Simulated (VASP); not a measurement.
# V3TeO6 (R3) in VASP: further runs

Runs on V3TeO6. Level: r2SCAN. Tasks: single point.

All numbers are computed with VASP 6.6.1; they aren't measurements. Logs are shortened: lines on timing, memory, paths and dates and some standing lists are left out, and cuts for length are marked.

### 1 The cell of the first run

Symmetry: R3, No. 146, trigonal system. Conventional cell: a = 5.288 Å, b = 5.288 Å, c = 14.253 Å, α = 90.00°, β = 90.00°, γ = 120.00°. Within 2.7 Å of Te (site symmetry 3) lie 6 O at 2.06 to 2.18 Å. V (site symmetry 3) has 6 O at 2.06 to 2.18 Å within 2.7 Å. V (site symmetry 3) has 6 O at 2.06 to 2.18 Å within 2.7 Å. Within 2.7 Å of V (site symmetry 3) lie 6 O at 2.06 to 2.18 Å. Within 2.7 Å of O (site symmetry 1) lie 1 Te at 2.06 Å and 3 V at 2.06 to 2.18 Å. Within 2.7 Å of O (site symmetry 1) lie 3 V at 2.06 to 2.18 Å and 1 Te at 2.18 Å.

### 2 Single point, r2SCAN

The input, POSCAR:

```
V3TeO6
1.0
    5.2877877000      0.0000000000      0.0000000000
   -2.6438938500      4.5793608100      0.0000000000
   -2.6438938500      1.5264539400      4.7510292800
Te V O
1 3 6
Direct
    0.1480000000      0.8520000000      0.4440000000
    0.6480000000      0.3520000000      0.9440000000
    0.3520000000      0.6480000000      0.0560000000
    0.8520000000      0.1480000000      0.5560000000
    0.4440000000      0.2500000000      0.2500000000
    0.7500000000      0.9440000000      0.2500000000
    0.0560000000      0.5560000000      0.2500000000
    0.5560000000      0.7500000000      0.7500000000
    0.2500000000      0.0560000000      0.7500000000
    0.9440000000      0.4440000000      0.7500000000
```

The input, INCAR.step1:

```
SYSTEM = V3TeO6
ALGO = Normal ; EDIFF = 1E-4
ENCUT = 520 ; GGA = PE
ISMEAR = -1 ; LASPH = .True.
LCHARG = .False. ; LREAL = .False.
LWAVE = .True. ; NBANDS = 52
NELM = 100 ; PREC = Accurate
SIGMA = 0.1
```

The input, INCAR.step2:

```
SYSTEM = V3TeO6
ALGO = Normal ; EDIFF = 1E-6
ENCUT = 520 ; ISIF = 2
ISMEAR = -1 ; ISTART = 1
LASPH = .True. ; LCHARG = .False.
LMIXTAU = .True. ; LREAL = .False.
LWAVE = .False. ; METAGGA = R2SCAN
NBANDS = 52 ; NELM = 100
PREC = Accurate ; SIGMA = 0.1
```

The input, KPOINTS:

```
k-points
0
Gamma
  4 4 4
  0 0 0
```

Potentials or basis: VASP PAW PBE potentials, release 64 (Te, V_sv, O).

Command:

```
cat potpaw_PBE.64/Te/POTCAR potpaw_PBE.64/V_sv/POTCAR potpaw_PBE.64/O/POTCAR > POTCAR
cp INCAR.step1 INCAR
mpirun -np 1 vasp_std > vasp.out
cp INCAR.step2 INCAR
mpirun -np 1 vasp_std > vasp.out
```

OUTCAR:

```text
SYSTEM = V3TeO6
   EDIFF = 1E-6
   ENCUT = 520
   ISIF = 2
   ISMEAR = -1
   ISTART = 1
   LASPH = .True.
   LREAL = .False.
   METAGGA = R2SCAN
   NELM = 100
   PREC = Accurate

 ion  position               nearest neighbor table
   1  0.148  0.852  0.444-   6 2.06   5 2.06   7 2.06   8 2.18  10 2.18   9 2.18   3 2.91   4 3.10
                             4 3.10   4 3.10
   2  0.648  0.352  0.944-  10 2.06   8 2.06   9 2.06   5 2.18   6 2.18   7 2.18   4 2.91
   3  0.352  0.648  0.056-   7 2.06   5 2.06   6 2.06   8 2.18   9 2.18  10 2.18   1 2.91
   4  0.852  0.148  0.556-   9 2.06   8 2.06  10 2.06   5 2.18   7 2.18   6 2.18   2 2.91   1 3.10
                             1 3.10   1 3.10
   5  0.444  0.250  0.250-   1 2.06   3 2.06   4 2.18   2 2.18
   6  0.750  0.944  0.250-   1 2.06   3 2.06   2 2.18   4 2.18
   7  0.056  0.556  0.250-   3 2.06   1 2.06   4 2.18   2 2.18
   8  0.556  0.750  0.750-   4 2.06   2 2.06   1 2.18   3 2.18
   9  0.250  0.056  0.750-   4 2.06   2 2.06   3 2.18   1 2.18
  10  0.944  0.444  0.750-   2 2.06   4 2.06   1 2.18   3 2.18

  LATTYP: Found a trigonal (rhomboedric) cell.
 ALAT       =     5.6473462419
 COS(alpha) =     0.5616413777

  Lattice vectors:

 A1 = (   0.0000000000,  -3.0529068700,   4.7510292800)
 A2 = (   2.6438938500,   1.5264539400,   4.7510292800)
 A3 = (  -2.6438938500,   1.5264539400,   4.7510292800)

Analysis of symmetry for initial positions (statically):
=====================================================================
 Subroutine PRICEL returns:
 Original cell was already a primitive cell.

 Routine SETGRP: Setting up the symmetry group for a
 trigonal (rhombohedral) supercell.

 Subroutine GETGRP returns: Found  3 space group operations
 (whereof  3 operations were pure point group operations)
 out of a pool of 12 trial point group operations.

The static configuration has the point symmetry C_3 .

Analysis of symmetry for dynamics (positions and initial velocities):
=====================================================================
 Subroutine PRICEL returns:
 Original cell was already a primitive cell.

 Routine SETGRP: Setting up the symmetry group for a
 trigonal (rhombohedral) supercell.

 Subroutine GETGRP returns: Found  3 space group operations
 (whereof  3 operations were pure point group operations)
 out of a pool of 12 trial point group operations.

The dynamic configuration has the point symmetry C_3 .

 Subroutine INISYM returns: Found  3 space group operations
 (whereof  3 operations are pure point group operations),
 and found     1 'primitive' translations

----------------------------------------------------------------------------------------

                                     Primitive cell

  volume of cell :     115.0447

  direct lattice vectors                    reciprocal lattice vectors
     5.287787700  0.000000000  0.000000000     0.189115006  0.109185544  0.070160228
    -2.643893850  4.579360810  0.000000000     0.000000000  0.218371087 -0.070160251
    -2.643893850  1.526453940  4.751029280     0.000000000  0.000000000  0.210480707

  length of vectors
     5.287787700  5.287789720  5.647345885     0.229365267  0.229365195  0.210480707

  position of ions in fractional coordinates (direct lattice)
     0.148000000  0.852000000  0.444000000
     0.648000000  0.352000000  0.944000000
     0.352000000  0.648000000  0.056000000
     0.852000000  0.148000000  0.556000000
     0.444000000  0.250000000  0.250000000
     0.750000000  0.944000000  0.250000000
     0.056000000  0.556000000  0.250000000
     0.556000000  0.750000000  0.750000000
     0.250000000  0.056000000  0.750000000
     0.944000000  0.444000000  0.750000000

  ion indices of the primitive-cell ions
   primitive index   ion index
                 1           1
                 2           2
                 3           3
                 4           4
                 5           5
                 6           6
                 7           7
                 8           8
                 9           9
                10          10

----------------------------------------------------------------------------------------

 KPOINTS: k-points

Automatic generation of k-mesh.
 Grid dimensions read from file:
 generate k-points for:    4    4    4

 Generating k-lattice:

  Cartesian coordinates                     Fractional coordinates (reciprocal lattice)
     0.047278751  0.027296386  0.017540057     0.250000000  0.000000000  0.000000000
     0.000000000  0.054592772 -0.017540063     0.000000000  0.250000000  0.000000000
     0.000000000  0.000000000  0.052620177     0.000000000  0.000000000  0.250000000

  Length of vectors
     0.057341317  0.057341299  0.052620177

  Shift w.r.t. Gamma in fractional coordinates (k-lattice)
     0.000000000  0.000000000  0.000000000

 Subroutine IBZKPT returns following result:
 ===========================================

 Found     14 irreducible k-points:

 Following reciprocal coordinates:
            Coordinates               Weight
  0.000000  0.000000  0.000000      1.000000
  0.250000  0.000000 -0.000000      6.000000
  0.500000  0.000000 -0.000000      3.000000
  0.250000  0.250000 -0.000000      6.000000
  0.500000  0.250000 -0.000000      6.000000
  0.500000  0.250000  0.500000      6.000000
 -0.250000  0.250000  0.000000      6.000000
  0.500000  0.500000 -0.000000      3.000000
  0.000000  0.000000  0.250000      2.000000
  0.250000  0.000000  0.250000      6.000000
  0.500000  0.000000  0.250000      6.000000
  0.250000  0.500000  0.250000      6.000000
  0.250000 -0.250000  0.250000      6.000000
  0.000000  0.000000  0.500000      1.000000
   k-points           NKPTS =     14   k-points in BZ     NKDIM =     14   number of bands    NBANDS=     52
   number of dos      NEDOS =    301   number of ions     NIONS =     10
   total plane-waves  NPLWV =  67200
   dimension x,y,z NGX =    40 NGY =   40 NGZ =   42
   dimension x,y,z NGXF=    80 NGYF=   80 NGZF=   84
   ions per type =               1   3   6
   NGX,Y,Z   is equivalent  to a cutoff of  12.58, 12.58, 12.36 a.u.
   NGXF,Y,Z  is equivalent  to a cutoff of  25.15, 25.15, 24.73 a.u.
 SYSTEM =  V3TeO6
   PREC   = accura    normal or accurate (medium, high low for compatibility)
   ISTART =      1    job   : 0-new  1-cont  2-samecut
   ICHARG =      0    charge: 1-file 2-atom 10-const
   ISPIN  =      1    spin polarized calculation?
   LNONCOLLINEAR =      F non collinear calculations
   LSORBIT =      F    spin-orbit coupling
   LASPH  =      T    aspherical Exc in radial PAW
   ENCUT  =  520.0 eV  38.22 Ry    6.18 a.u.   9.83  9.83 10.50*2*pi/ulx,y,z
   NELM   =    100;   NELMIN=  2; NELMDL=  0     # of ELM steps
   EDIFF  = 0.1E-05   stopping-criterion for ELM
   LREAL  =      F    real-space projection
   EDIFFG = 0.1E-04   stopping-criterion for IOM
   NSW    =      0    number of steps for IOM
   IBRION =     -1    ionic relax: 0-MD 1-quasi-New 2-CG
   NFREE  =      0    steps in history (QN), initial steepest desc. (CG)
   ISIF   =      2    stress and relaxation
   ISYM   =      2    0-nonsym 1-usesym 2-fastsym
   POTIM  = 0.5000    time-step for ionic-motion
   TEBEG  =    0.0;   TEEND  =   0.0 temperature during run
   PSTRESS=    0.0 pullay stress
   NELECT =      81.0000    total number of electrons
   NUPDOWN=      -1.0000    fix difference up-down
   EMIN   =  10.00;   EMAX   =-10.00  energy-range for DOS
   EFERMI =   0.00;   METHOD = LEGACY
   ISMEAR =    -1;   SIGMA  =   0.10  broadening in eV -4-tet -1-fermi 0-gaus
   EFERMI_NEDOS =   21; number of points for ismear=-14 and -15
   IALGO  =     38    algorithm
   IMIX   =      4    mixing-type and parameters
     AMIX     =   0.40;   BMIX     =  1.00
     AMIX_MAG =   1.60;   BMIX_MAG =  1.00
  volume/ion in A,a.u.               =      11.50        77.64
  Fermi-wavevector in a.u.,A,eV,Ry     =   1.456401  2.752199 28.859371  2.121104
  Thomas-Fermi vector in A             =   2.573323
   LORBIT       =      0    0 simple, 1 ext, 2 COOP (PROOUT), +10 PAW based schemes
   METAGGA = R2SCAN    functional components
   LHFCALC =     F    Hartree Fock is set to
   AEXX    =    0.0000 exact exchange contribution
   IVDW    =     0    specifies the selected vdW correction
   LEPSILON=     F    determine dielectric tensor
   LRPA    =     F    only Hartree local field effects (RPA)
 non-spin polarized calculation
  energy-cutoff  :      520.00
  volume of cell :      115.04
 maximum number of plane-waves:      3131
   NGX = 19   NGY = 19   NGZ = 21

 number of electron      80.9999992 magnetization

 Free energy of the ion-electron system (eV)
  ---------------------------------------------------
  ext. energy  EPLUGINS =         0.00000000
  ---------------------------------------------------
  free energy    TOTEN  =      -119.69103320 eV

  energy without entropy =     -119.27028759  energy(sigma->0) =     -119.48066040

 E-fermi :   8.4042     XC(G=0): -12.0810

 val. band max:        8.3797603771   @ k =   0.2500  -0.2500   0.2500
 cond. band min:       8.4115088468   @ k =   0.5000   0.0000   0.2500
 fundamental gap:      0.0317484697
 Fermi energy:         8.4041869618

 k-point     1 :       0.0000    0.0000    0.0000
  band No.  band energies     occupation
      1     -59.5071      2.00000
      2     -59.4735      2.00000
      3     -59.4651      2.00000
      4     -32.3249      2.00000
      5     -32.2758      2.00000
      6     -32.2757      2.00000
[... 44 lines left out ...]
     51      11.0528      0.00000
     52      11.2578      0.00000

 k-point     2 :       0.2500    0.0000   -0.0000
  band No.  band energies     occupation
      1     -59.5062      2.00000
      2     -59.4736      2.00000
      3     -59.4658      2.00000
      4     -32.3227      2.00000
      5     -32.2794      2.00000
      6     -32.2690      2.00000
[... 652 lines left out ...]
 k-point    14 :       0.0000    0.0000    0.5000
  band No.  band energies     occupation
      1     -59.5061      2.00000
      2     -59.4745      2.00000
      3     -59.4650      2.00000
      4     -32.3085      2.00000
      5     -32.2781      2.00000
      6     -32.2780      2.00000
[... 44 lines left out ...]
     51      10.5036      0.00000
     52      10.9042      0.00000

------------------------ aborting loop because EDIFF is reached ----------------------------------------

  FORCE on cell =-STRESS in cart. coord.  units (eV):
  Direction    XX          YY          ZZ          XY          YZ          ZX
  --------------------------------------------------------------------------------------
  -------------------------------------------------------------------------------------
  Total       -7.2822009     -7.2822083     -4.9593547     -0.0000115     -0.0000004     -0.0000000
  in kB     -101.4160421   -101.4161454    -69.0667742     -0.0001597     -0.0000049     -0.0000000
  external PRESSURE =     -90.6329873 kB  Pullay stress =       0.0000000 kB

 VOLUME and BASIS-vectors are now :
 -----------------------------------------------------------------------------
  energy-cutoff  :      520.00
  volume of cell :      115.04
      direct lattice vectors                 reciprocal lattice vectors
     5.287787700  0.000000000  0.000000000     0.189115006  0.109185544  0.070160228
    -2.643893850  4.579360810  0.000000000     0.000000000  0.218371087 -0.070160251
    -2.643893850  1.526453940  4.751029280     0.000000000  0.000000000  0.210480707

 POSITION                                       TOTAL-FORCE (eV/Angst)
 -----------------------------------------------------------------------------------
     -2.64389      4.57936      2.10946        -0.000000     -0.000000     -0.195484
      0.00000      3.05291      4.48497         0.000000      0.000000      1.160421
     -0.00000      3.05291      0.26606        -0.000000     -0.000000     -0.733023
      2.64389      1.52645      2.64157        -0.000000     -0.000000     -0.767439
      1.02583      1.52645      1.18776         0.765579      1.214062     -0.354875
      0.80903      4.70453      1.18776        -1.434197      0.055981     -0.354875
     -1.83486      2.92774      1.18776         0.668618     -1.270042     -0.354875
     -1.02583      4.57936      3.56327         0.729216      0.392066      0.533383
     -0.80903      1.40128      3.56327        -0.704147      0.435487      0.533383
      1.83486      3.17808      3.56327        -0.025069     -0.827553      0.533383
 -----------------------------------------------------------------------------------
    total drift:                               -0.000001      0.000021     -0.003762

  FREE ENERGIE OF THE ION-ELECTRON SYSTEM (eV)
  ---------------------------------------------------
  free  energy   TOTEN  =      -119.6910332031 eV

  energy  without entropy=     -119.2702875892  energy(sigma->0) =     -119.48066040
```

Run time: 11 min. Hardware: 1 thread of AMD EPYC 9R14 (Zen 4), shared host; peak memory 0.28 GiB.

What came out:

| Item | Value |
| --- | --- |
| Free energy | -119.6910 eV |
| Pressure | -9.1 GPa |
| Largest force | 1.479 eV/Å |

Forces on the atoms (eV/Å):
```
Te   0.000  0.000 -0.195
V    0.000  0.000  1.160
V    0.000  0.000 -0.733
V    0.000  0.000 -0.767
O    0.766  1.214 -0.355
O   -1.434  0.056 -0.355
O    0.669 -1.270 -0.355
O    0.729  0.392  0.533
O   -0.704  0.435  0.533
O   -0.025 -0.828  0.533
```

Stress tensor (GPa, compression positive):
```
-10.14   0.00   0.00
  0.00 -10.14   0.00
  0.00   0.00  -6.91
```

Levels at points of the mesh, in eV from the Fermi level:
```
           k point  band 37  band 38  band 39  band 40  band 41  band 42  band 43  band 44
(0.00, 0.00, 0.00)    -2.29    -0.60    -0.30    -0.30     0.03     0.03     0.29     0.33
(0.50, 0.00, 0.00)    -2.11    -0.72    -0.62    -0.21     0.08     0.14     0.29     0.48
(0.50, 0.50, 0.00)    -2.41    -0.45    -0.38    -0.19    -0.04     0.15     0.26     0.37
(0.00, 0.00, 0.50)    -1.99    -0.14    -0.14     0.05     0.05     0.12     0.24     0.24
```

Caveat: the k points lie up to 0.36 Å⁻¹ apart; the PAW data sets were made with another functional, which shifts forces and pressure a little; spin-orbit coupling is left out, which moves the levels of the heavy elements; an odd number of electrons without spin polarisation forces a metal; a magnetic or distorted state may lie lower; the run has no spin polarisation, though such a crystal can be magnetic; semilocal functionals often make such compounds metallic where correlation or magnetic order opens a gap, which also shifts bond lengths.

[end of part 1 of 2]
